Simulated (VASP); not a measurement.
# Cd7Se8 (a cell with a defect) in VASP: single point with PBE

Aim: the single point of Cd7Se8 (a cell with a defect) with PBE.

Everything below comes from runs of VASP 6.6.1. Logs are shortened: lines on timing, memory, paths and dates and some standing lists are left out, and cuts for length are marked.

## 1. The cell of the first run

The cell holds a defect, 15 atoms: a = 8.389 Å, b = 8.389 Å, c = 8.768 Å, α = 105.15°, β = 105.15°, γ = 116.99°.

## 2. Single point, PBE

The input, INCAR:

```
ALGO = Normal ; EDIFF = 1E-7
ENCUT = 520 ; GGA = PE
ISIF = 2 ; ISMEAR = 0
LASPH = True ; LCHARG = True
LELF = True ; LREAL = Auto
LVHAR = True ; LWAVE = False
NBANDS = 79 ; NELECT = 134.0
NELM = 100 ; PREC = Accurate
SIGMA = 0.05
```

The input, KPOINTS:

```
k-points
0
Gamma
  4 4 4
```

The input, POSCAR:

```
Cd7Se8
1.0
    2.1918967987     -3.7964766202      7.1529442853
    2.1918967987     -3.7964766202     -7.1529442853
    4.3837935972      7.5929532404      0.0000000000
Cd Se
7 8
Direct
    0.6818978356      0.6662480153      0.3274547542
    0.1673441008      0.1640290090      0.8313731098
    0.6754023063      0.6707000075      0.8461023137
    0.1612067388      0.1455569186      0.3274547542
    0.0870812040      0.5988922731      0.1859734771
    0.5562390794      0.0744907758      0.6579252285
    0.0834344527      0.6016861491      0.6579252285
    0.8394214177      0.4539703771      0.3235215083
    0.3695511312      0.9841000905      0.3235215083
    0.8584787475      0.4755521364      0.8340308840
    0.3631087939      0.9879575365      0.8510663304
    0.7652697646      0.9027622243      0.1680319889
    0.2723483310      0.3976196804      0.1699680114
    0.7651211402      0.8935392788      0.6644921181
    0.2709528393      0.3993709779      0.6644921181
```

Potentials or basis: VASP PAW PBE potentials, release 64 (Cd, Se).

Started as:

```sh
$ cat potpaw_PBE.64/Cd/POTCAR potpaw_PBE.64/Se/POTCAR > POTCAR
$ mpirun -np 1 vasp_std > vasp.out
```

OUTCAR:

```text
EDIFF = 1E-7
   ENCUT = 520
   GGA = PE
   ISIF = 2
   ISMEAR = 0
   LASPH = True
   LREAL = Auto
   NELECT = 134.0
   NELM = 100
   PREC = Accurate

 ion  position               nearest neighbor table
   1  0.682  0.666  0.327-   8 2.65  12 2.66  14 2.76  13 2.77
   2  0.167  0.164  0.831-  11 2.66  15 2.72  14 2.72  13 2.73
   3  0.675  0.671  0.846-  12 2.65  10 2.71  14 2.74  15 2.74
   4  0.161  0.146  0.327-   9 2.65  12 2.66  15 2.76  13 2.77
   5  0.087  0.599  0.186-   9 2.65   8 2.65  13 2.77  10 2.78
   6  0.556  0.074  0.658-   9 2.64  11 2.65  10 2.76  14 2.79
   7  0.083  0.602  0.658-   8 2.64  11 2.65  10 2.76  15 2.79
   8  0.839  0.454  0.324-   7 2.64   5 2.65   1 2.65
   9  0.370  0.984  0.324-   6 2.64   5 2.65   4 2.65
  10  0.858  0.476  0.834-   3 2.71   6 2.76   7 2.76   5 2.78
  11  0.363  0.988  0.851-   6 2.65   7 2.65   2 2.66
  12  0.765  0.903  0.168-   3 2.65   4 2.66   1 2.66
  13  0.272  0.398  0.170-   2 2.73   1 2.77   4 2.77   5 2.77
  14  0.765  0.894  0.664-   2 2.72   3 2.74   1 2.76   6 2.79
  15  0.271  0.399  0.664-   2 2.72   3 2.74   4 2.76   7 2.79

  LATTYP: Found a face centered orthorhombic cell.
 ALAT       =     8.7675871946
 B/A-ratio  =     1.6316790758
 C/A-ratio  =     1.7320508076

  Lattice vectors:

 A1 = (   6.5756903959,   3.7964766202,  -7.1529442853)
 A2 = (   8.7675871946,   0.0000000000,   0.0000000000)
 A3 = (   2.1918967987,  -3.7964766202,  -7.1529442853)

Analysis of symmetry for initial positions (statically):
=====================================================================
 Subroutine PRICEL returns:
 Original cell was already a primitive cell.

 Routine SETGRP: Setting up the symmetry group for a
 face centered orthorhombic supercell.

 Subroutine GETGRP returns: Found  2 space group operations
 (whereof  1 operations were pure point group operations)
 out of a pool of  8 trial point group operations.

The static configuration has the point symmetry C_1 .
 The point group associated with its full space group is C_1h.

Analysis of symmetry for dynamics (positions and initial velocities):
=====================================================================
 Subroutine PRICEL returns:
 Original cell was already a primitive cell.

 Routine SETGRP: Setting up the symmetry group for a
 face centered orthorhombic supercell.

 Subroutine GETGRP returns: Found  2 space group operations
 (whereof  1 operations were pure point group operations)
 out of a pool of  8 trial point group operations.

The dynamic configuration has the point symmetry C_1 .
 The point group associated with its full space group is C_1h.

 Subroutine INISYM returns: Found  2 space group operations
 (whereof  1 operations are pure point group operations),
 and found     1 'primitive' translations

----------------------------------------------------------------------------------------

                                     Primitive cell

  volume of cell :     476.1849

  direct lattice vectors                    reciprocal lattice vectors
     2.191896799 -3.796476620  7.152944285     0.114056465 -0.065850531  0.069901285
     2.191896799 -3.796476620 -7.152944285     0.114056465 -0.065850531 -0.069901285
     4.383793597  7.592953240  0.000000000     0.114056465  0.065850531  0.000000000

  length of vectors
     8.389413463  8.389413463  8.767587195     0.149101842  0.149101842  0.131701061

  position of ions in fractional coordinates (direct lattice)
     0.681897836  0.666248015  0.327454754
     0.167344101  0.164029009  0.831373110
     0.675402306  0.670700008  0.846102314
     0.161206739  0.145556919  0.327454754
     0.087081204  0.598892273  0.185973477
     0.556239079  0.074490776  0.657925228
[... 27 lines left out ...]

----------------------------------------------------------------------------------------

 KPOINTS: k-points

Automatic generation of k-mesh.
 Grid dimensions read from file:
 generate k-points for:    4    4    4

 Generating k-lattice:

  Cartesian coordinates                     Fractional coordinates (reciprocal lattice)
     0.028514116 -0.016462633  0.017475321     0.250000000 -0.000000000 -0.000000000
     0.028514116 -0.016462633 -0.017475321    -0.000000000  0.250000000 -0.000000000
     0.028514116  0.016462633  0.000000000     0.000000000  0.000000000  0.250000000

  Length of vectors
     0.037275460  0.037275460  0.032925265

  Shift w.r.t. Gamma in fractional coordinates (k-lattice)
     0.000000000  0.000000000  0.000000000

 Subroutine IBZKPT returns following result:
 ===========================================

 Found     24 irreducible k-points:

 Following reciprocal coordinates:
            Coordinates               Weight
  0.000000  0.000000  0.000000      1.000000
  0.250000 -0.000000  0.000000      4.000000
  0.000000 -0.250000 -0.000000      4.000000
  0.500000 -0.000000  0.000000      2.000000
 -0.000000  0.500000  0.000000      2.000000
  0.250000  0.250000  0.000000      4.000000
[... 16 lines left out ...]
 -0.250000  0.250000  0.500000      2.000000
  0.500000  0.500000  0.500000      1.000000
   k-points           NKPTS =     24   k-points in BZ     NKDIM =     24   number of bands    NBANDS=     79
   number of dos      NEDOS =    301   number of ions     NIONS =     15
   total plane-waves  NPLWV = 286720
   dimension x,y,z NGX =    64 NGY =   64 NGZ =   70
   dimension x,y,z NGXF=   128 NGYF=  128 NGZF=  140
   ions per type =               7   8
   NGX,Y,Z   is equivalent  to a cutoff of  12.68, 12.68, 13.27 a.u.
   NGXF,Y,Z  is equivalent  to a cutoff of  25.36, 25.36, 26.55 a.u.
 SYSTEM =  unknown system
   PREC   = accura    normal or accurate (medium, high low for compatibility)
   ISTART =      0    job   : 0-new  1-cont  2-samecut
   ICHARG =      2    charge: 1-file 2-atom 10-const
   ISPIN  =      1    spin polarized calculation?
   LNONCOLLINEAR =      F non collinear calculations
   LSORBIT =      F    spin-orbit coupling
   LASPH  =      T    aspherical Exc in radial PAW
   ENCUT  =  520.0 eV  38.22 Ry    6.18 a.u.  15.60 15.60 16.30*2*pi/ulx,y,z
   NELM   =    100;   NELMIN=  2; NELMDL= -5     # of ELM steps
   EDIFF  = 0.1E-06   stopping-criterion for ELM
   LREAL  =      T    real-space projection
   EDIFFG = 0.1E-05   stopping-criterion for IOM
   NSW    =      0    number of steps for IOM
   IBRION =     -1    ionic relax: 0-MD 1-quasi-New 2-CG
   NFREE  =      0    steps in history (QN), initial steepest desc. (CG)
   ISIF   =      2    stress and relaxation
   ISYM   =      2    0-nonsym 1-usesym 2-fastsym
   POTIM  = 0.5000    time-step for ionic-motion
   TEBEG  =    0.0;   TEEND  =   0.0 temperature during run
   PSTRESS=    0.0 pullay stress
   NELECT =     134.0000    total number of electrons
   NUPDOWN=      -1.0000    fix difference up-down
   EMIN   =  10.00;   EMAX   =-10.00  energy-range for DOS
   EFERMI =   0.00;   METHOD = LEGACY
   ISMEAR =     0;   SIGMA  =   0.05  broadening in eV -4-tet -1-fermi 0-gaus
   EFERMI_NEDOS =   21; number of points for ismear=-14 and -15
   IALGO  =     38    algorithm
   IMIX   =      4    mixing-type and parameters
     AMIX     =   0.40;   BMIX     =  1.00
     AMIX_MAG =   1.60;   BMIX_MAG =  1.00
  volume/ion in A,a.u.               =      31.75       214.23
  Fermi-wavevector in a.u.,A,eV,Ry     =   1.072798  2.027294 15.658879  1.150895
  Thomas-Fermi vector in A             =   2.208578
   LORBIT       =      0    0 simple, 1 ext, 2 COOP (PROOUT), +10 PAW based schemes
   GGA     = PE    functional components
   LHFCALC =     F    Hartree Fock is set to
   AEXX    =    0.0000 exact exchange contribution
   IVDW    =     0    specifies the selected vdW correction
   LEPSILON=     F    determine dielectric tensor
   LRPA    =     F    only Hartree local field effects (RPA)
 non-spin polarized calculation
 Gauss-broadening in eV      SIGMA  =   0.05
  energy-cutoff  :      520.00
  volume of cell :      476.18
 maximum number of plane-waves:     12899
 NGX is ok and might be reduce to    64
   NGX = 31   NGY = 31   NGZ = 33

 number of electron     133.9999995 magnetization

 Free energy of the ion-electron system (eV)
  ---------------------------------------------------
  ext. energy  EPLUGINS =         0.00000000
  ---------------------------------------------------
  free energy    TOTEN  =       -39.70681943 eV

  energy without entropy =      -39.70681943  energy(sigma->0) =      -39.70681943

 E-fermi :   0.5571     XC(G=0):  -8.4518

 val. band max:        0.3359800629   @ k =   0.0000   0.0000   0.0000
 cond. band min:       1.0310690895   @ k =   0.0000   0.0000   0.0000
 fundamental gap:      0.6950890266
 Fermi energy:         0.5570517053

 k-point     1 :       0.0000    0.0000    0.0000
  band No.  band energies     occupation
      1     -11.9586      2.00000
      2     -11.6939      2.00000
      3     -11.6800      2.00000
      4     -11.6348      2.00000
      5     -11.4912      2.00000
      6     -11.4076      2.00000
[... 1957 lines left out ...]
     78       4.9825      0.00000
     79       5.1279      0.00000

------------------------ aborting loop because EDIFF is reached ----------------------------------------

  FORCE on cell =-STRESS in cart. coord.  units (eV):
  Direction    XX          YY          ZZ          XY          YZ          ZX
  --------------------------------------------------------------------------------------
  -------------------------------------------------------------------------------------
  Total        8.5861733      8.5165193      8.8019783      0.0603222      0.0559526      0.0969129
  in kB       28.8891372     28.6547784     29.6152371      0.2029607      0.1882589      0.3260742
  external PRESSURE =      29.0530509 kB  Pullay stress =       0.0000000 kB

 VOLUME and BASIS-vectors are now :
 -----------------------------------------------------------------------------
  energy-cutoff  :      520.00
  volume of cell :      476.18
      direct lattice vectors                 reciprocal lattice vectors
     2.191896799 -3.796476620  7.152944285     0.114056465 -0.065850531  0.069901285
     2.191896799 -3.796476620 -7.152944285     0.114056465 -0.065850531 -0.069901285
     4.383793597  7.592953240  0.000000000     0.114056465  0.065850531  0.000000000

 POSITION                                       TOTAL-FORCE (eV/Angst)
 -----------------------------------------------------------------------------------
      4.39049     -2.63186      0.11194         0.000119      0.006179     -0.001356
      4.37090      5.05453      0.02371         0.001186      0.000685     -0.009579
      6.65966      1.31397      0.03364        -0.005243     -0.003027      0.006826
      2.10789      1.32173      0.11194         0.005410     -0.002986     -0.001356
      2.31885     -1.19219     -3.66096        -0.003588     -0.002072      0.007272
      4.26670      2.60104      3.44592         0.005533     -0.002072      0.003615
      4.38592      2.39455     -3.70703         0.000973      0.005828      0.003615
      4.25323     -2.45385      2.75711        -0.034160      0.018003      0.008296
      4.38532     -2.68262     -4.39583        -0.001489     -0.038584      0.008296
      6.58028      1.26814      2.73905         0.004826      0.002786      0.007570
      6.69230      1.33282     -4.46951         0.028472      0.016438      0.017734
      4.39277     -5.05679     -0.98348         0.003483      0.002011     -0.039468
      2.21361     -1.25296     -0.89606        -0.002781     -0.001606      0.000132
      6.54861     -1.25161     -0.91857        -0.003973      0.003716     -0.005799
      4.38228      2.50059     -0.91857         0.001232     -0.005299     -0.005799
 -----------------------------------------------------------------------------------
    total drift:                               -0.005227     -0.003007     -0.006092

  FREE ENERGIE OF THE ION-ELECTRON SYSTEM (eV)
  ---------------------------------------------------
  free  energy   TOTEN  =       -39.7068194306 eV

  energy  without entropy=      -39.7068194306  energy(sigma->0) =      -39.70681943
```

It took 19 min on 1 thread of Intel Xeon 6975P-C (Granite Rapids), shared host; peak memory 0.91 GiB.

What came out:

```
Free energy   : -39.7068 eV
Largest force : 0.040 eV/Å
```

Forces in eV/Å, atoms in the order of the input:
```
Cd   0.000  0.006 -0.001
Cd   0.001  0.001 -0.010
Cd  -0.005 -0.003  0.007
Cd   0.005 -0.003 -0.001
Cd  -0.004 -0.002  0.007
Cd   0.006 -0.002  0.004
Cd   0.001  0.006  0.004
Se  -0.034  0.018  0.008
Se  -0.001 -0.039  0.008
Se   0.005  0.003  0.008
Se   0.028  0.016  0.018
Se   0.003  0.002 -0.039
Se  -0.003 -0.002  0.000
Se  -0.004  0.004 -0.006
Se   0.001 -0.005 -0.006
```

Caveat: the cell carries a net charge on a neutralising background, which shifts energy and pressure; the cell is charged against a uniform background, so pressure and absolute levels hang on convention.
